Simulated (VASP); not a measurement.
# HfN (Immm) in VASP: single point with r2SCAN

Aim: the single point of HfN with r2SCAN.

Program: VASP 6.6.1. These are calculated values, not measurements. Logs are shortened: lines on timing, memory, paths and dates and some standing lists are left out, and cuts for length are marked.

**1. The cell of the first run**

It takes space group Immm (No. 71, orthorhombic). Conventional cell: a = 3.075 Å, b = 3.315 Å, c = 4.518 Å, α = 90.00°, β = 90.00°, γ = 90.00°. Within 3.4 Å of Hf (site symmetry mmm) lie 6 N at 2.26 Å and 12 Hf at 3.07 to 3.31 Å. Within 3.4 Å of N (site symmetry mmm) lie 6 Hf at 2.26 Å and 12 N at 3.07 to 3.31 Å.

**2. Single point, r2SCAN (strain -0.0750 x Voigt [0, 0, 0, 1, 0, 0])**

Contents of POSCAR:

```
HfN
1.0
    0.0000000000      2.1742875000      2.1742875000
    2.2590000000     -0.0847125000      2.2590000000
    2.2590000000      2.2590000000     -0.0847125000
Hf N
1 1
Direct
    0.0000000000      0.0000000000      0.0000000000
    0.5000000000      0.5000000000      0.5000000000
```

Contents of INCAR.step1:

```
SYSTEM = HfN
PREC     = Accurate       ! precision mode
ENCUT    = 520            ! plane-wave cutoff, eV
ISMEAR   = 0              ! smearing method
SIGMA    = 0.15           ! smearing width, eV
LREAL    = .FALSE.        ! projectors in reciprocal space
LASPH    = .TRUE.         ! aspherical terms in the spheres
NELM     = 100            ! most SCF steps
NBANDS   = 14             ! bands
GGA      = PE             ! functional
ALGO     = Normal         ! electronic algorithm
EDIFF    = 1E-4           ! SCF threshold, eV
LWAVE    = .TRUE.         ! write WAVECAR
LCHARG   = .FALSE.        ! write CHGCAR
```

Contents of INCAR.step2:

```
SYSTEM = HfN
PREC     = Accurate       ! precision mode
ENCUT    = 520            ! plane-wave cutoff, eV
EDIFF    = 1E-7           ! SCF threshold, eV
ISMEAR   = 0              ! smearing method
SIGMA    = 0.15           ! smearing width, eV
LREAL    = .FALSE.        ! projectors in reciprocal space
LASPH    = .TRUE.         ! aspherical terms in the spheres
NELM     = 100            ! most SCF steps
ALGO     = Normal         ! electronic algorithm
ISIF     = 2              ! what is computed and relaxed
LWAVE    = .FALSE.        ! write WAVECAR
LCHARG   = .TRUE.         ! write CHGCAR
METAGGA  = R2SCAN         ! meta-GGA
LMIXTAU  = .TRUE.       
LELF     = .TRUE.         ! ELF
LVHAR    = .TRUE.       
NBANDS   = 14             ! bands
ISTART   = 1
```

Contents of KPOINTS:

```
Automatic mesh
0
G
  18 18 18
  0 0 0
```

Potentials or basis: VASP PAW PBE potentials, release 64 (Hf_pv, N).

Command:

```console
> cat potpaw_PBE.64/Hf_pv/POTCAR potpaw_PBE.64/N/POTCAR > POTCAR
> cp INCAR.step1 INCAR
> mpirun -np 1 vasp_std > vasp.out
> cp INCAR.step2 INCAR
> mpirun -np 1 vasp_std > vasp.out
```

OUTCAR:

```text
SYSTEM = HfN
   PREC = Accurate
   ENCUT = 520
   EDIFF = 1E-7
   ISMEAR = 0
   LREAL = .FALSE.
   LASPH = .TRUE.
   NELM = 100
   ISIF = 2
   METAGGA = R2SCAN
   ISTART = 1

 ion  position               nearest neighbor table
   1  0.000  0.000  0.000-   2 2.26   2 2.26   2 2.26   2 2.26   2 2.26   2 2.26
   2  0.500  0.500  0.500-   1 2.26   1 2.26   1 2.26   1 2.26   1 2.26   1 2.26

  LATTYP: Found a body centered orthorhombic cell.
 ALAT       =     3.0749068710
 B/A-ratio  =     1.0779220779
 C/A-ratio  =     1.4693127921

  Lattice vectors:

 A1 = (  -2.2590000000,   0.0847125000,  -2.2590000000)
 A2 = (  -2.2590000000,  -0.0847125000,   2.2590000000)
 A3 = (   2.2590000000,   2.2590000000,  -0.0847125000)

Analysis of symmetry for initial positions (statically):
=====================================================================
 Subroutine PRICEL returns:
 Original cell was already a primitive cell.

 Routine SETGRP: Setting up the symmetry group for a
 body centered orthorhombic supercell.

 Subroutine GETGRP returns: Found  8 space group operations
 (whereof  8 operations were pure point group operations)
 out of a pool of  8 trial point group operations.

The static configuration has the point symmetry D_2h.

Analysis of symmetry for dynamics (positions and initial velocities):
=====================================================================
 Subroutine PRICEL returns:
 Original cell was already a primitive cell.

 Routine SETGRP: Setting up the symmetry group for a
 body centered orthorhombic supercell.

 Subroutine GETGRP returns: Found  8 space group operations
 (whereof  8 operations were pure point group operations)
 out of a pool of  8 trial point group operations.

The dynamic configuration has the point symmetry D_2h.

 Subroutine INISYM returns: Found  8 space group operations
 (whereof  8 operations are pure point group operations),
 and found     1 'primitive' translations

----------------------------------------------------------------------------------------

                                     Primitive cell

  volume of cell :      23.0233

  direct lattice vectors                    reciprocal lattice vectors
     0.000000000  2.174287500  2.174287500    -0.221336875  0.229960389  0.229960389
     2.259000000 -0.084712500  2.259000000     0.221336875 -0.213336747  0.213336747
     2.259000000  2.259000000 -0.084712500     0.221336875  0.213336747 -0.213336747

  length of vectors
     3.074906871  3.195831380  3.195831380     0.393387307  0.374185979  0.374185979

  position of ions in fractional coordinates (direct lattice)
[... 91 lines left out ...]
   NUPDOWN=      -1.0000    fix difference up-down
   EMIN   =  10.00;   EMAX   =-10.00  energy-range for DOS
   EFERMI =   0.00;   METHOD = LEGACY
   ISMEAR =     0;   SIGMA  =   0.15  broadening in eV -4-tet -1-fermi 0-gaus
   EFERMI_NEDOS =   21; number of points for ismear=-14 and -15
   IALGO  =     38    algorithm
   IMIX   =      4    mixing-type and parameters
     AMIX     =   0.40;   BMIX     =  1.00
     AMIX_MAG =   1.60;   BMIX_MAG =  1.00
  volume/ion in A,a.u.               =      11.51        77.68
  Fermi-wavevector in a.u.,A,eV,Ry     =   1.419219  2.681935 27.404616  2.014182
  Thomas-Fermi vector in A             =   2.540263
   LORBIT       =      0    0 simple, 1 ext, 2 COOP (PROOUT), +10 PAW based schemes
   METAGGA = R2SCAN    functional components
   LHFCALC =     F    Hartree Fock is set to
   AEXX    =    0.0000 exact exchange contribution
   IVDW    =     0    specifies the selected vdW correction
   LEPSILON=     F    determine dielectric tensor
   LRPA    =     F    only Hartree local field effects (RPA)
 non-spin polarized calculation
 Gauss-broadening in eV      SIGMA  =   0.15
  energy-cutoff  :      520.00
  volume of cell :       23.02
 maximum number of plane-waves:       636
   NGX = 11   NGY = 11   NGZ = 11

 number of electron      15.0000001 magnetization

 Free energy of the ion-electron system (eV)
  ---------------------------------------------------
  ext. energy  EPLUGINS =         0.00000000
  ---------------------------------------------------
  free energy    TOTEN  =       -58.18473245 eV

  energy without entropy =      -58.17814587  energy(sigma->0) =      -58.18143916

 E-fermi :   8.4944     XC(G=0): -13.5711

 val. band max:        8.4915278504   @ k =   0.3333   0.1111   0.0556
 cond. band min:       8.5036650259   @ k =  -0.2222   0.3889   0.2222
 fundamental gap:      0.0121371755
 Fermi energy:         8.4944329207

 k-point     1 :       0.0000    0.0000    0.0000
  band No.  band energies     occupation
      1     -24.0358      2.00000
      2     -24.0030      2.00000
      3     -23.9429      2.00000
      4     -10.1564      2.00000
      5       4.9460      2.00000
      6       5.1090      2.00000
      7       5.3684      2.00000
      8       7.6267      2.00000
      9       7.9353      2.00000
     10       8.8307      0.00152
     11      10.5604      0.00000
     12      10.6304      0.00000
     13      10.8685      0.00000
     14      18.6608      0.00000
[... 377 lines left out ...]
      1     -24.6487      2.00000
      2     -24.1140      2.00000
      3     -24.0580      2.00000
      4      -8.4935      2.00000
      5       1.0197      2.00000
      6       2.4160      2.00000
      7       2.7559      2.00000
      8       9.3080      0.00000
      9      10.1864      0.00000
     10      10.9584      0.00000
     11      13.9304      0.00000
     12      14.9171      0.00000
     13      15.6260      0.00000
     14      19.5123      0.00000

 [... further k-points ...]

------------------------ aborting loop because EDIFF is reached ----------------------------------------

  FORCE on cell =-STRESS in cart. coord.  units (eV):
  Direction    XX          YY          ZZ          XY          YZ          ZX
  --------------------------------------------------------------------------------------
  -------------------------------------------------------------------------------------
  Total       -0.2288006     -0.0464317     -0.0464317      0.0000000      1.4654096      0.0000000
  in kB      -15.9220920     -3.2311543     -3.2311543      0.0000000    101.9769655      0.0000000
  external PRESSURE =      -7.4614669 kB  Pullay stress =       0.0000000 kB

 VOLUME and BASIS-vectors are now :
 -----------------------------------------------------------------------------
  energy-cutoff  :      520.00
  volume of cell :       23.02
      direct lattice vectors                 reciprocal lattice vectors
     0.000000000  2.174287500  2.174287500    -0.221336875  0.229960389  0.229960389
     2.259000000 -0.084712500  2.259000000     0.221336875 -0.213336747  0.213336747
     2.259000000  2.259000000 -0.084712500     0.221336875  0.213336747 -0.213336747

 POSITION                                       TOTAL-FORCE (eV/Angst)
 -----------------------------------------------------------------------------------
      0.00000      0.00000      0.00000         0.000000     -0.000000      0.000000
      2.25900      2.17429      2.17429        -0.000000      0.000000     -0.000000
 -----------------------------------------------------------------------------------
    total drift:                                0.000000     -0.000000     -0.000000

  FREE ENERGIE OF THE ION-ELECTRON SYSTEM (eV)
  ---------------------------------------------------
  free  energy   TOTEN  =       -58.1847324454 eV

  energy  without entropy=      -58.1781458669  energy(sigma->0) =      -58.18143916
```

It took 26 min on 1 thread of Oxide Virtual Turin-like, shared host; peak memory 0.36 GiB.

What came out:

```yaml
Free_energy: -58.1847 eV
Pressure: -0.7 GPa
Band_gap_on_the_k_mesh: zero (an odd number of electrons rules out a gap without spin polarisation)
```

Stress tensor (GPa, compression positive):
```
-1.59  0.00  0.00
 0.00 -0.32 10.20
 0.00 10.20 -0.32
```

Caveat: the cell differs from its parent crystal (strain -0.0750 x Voigt [0, 0, 0, 1, 0, 0]); the PAW data sets were made with another functional, which shifts forces and pressure a little; spin-orbit coupling is left out, which moves the levels of the heavy elements.
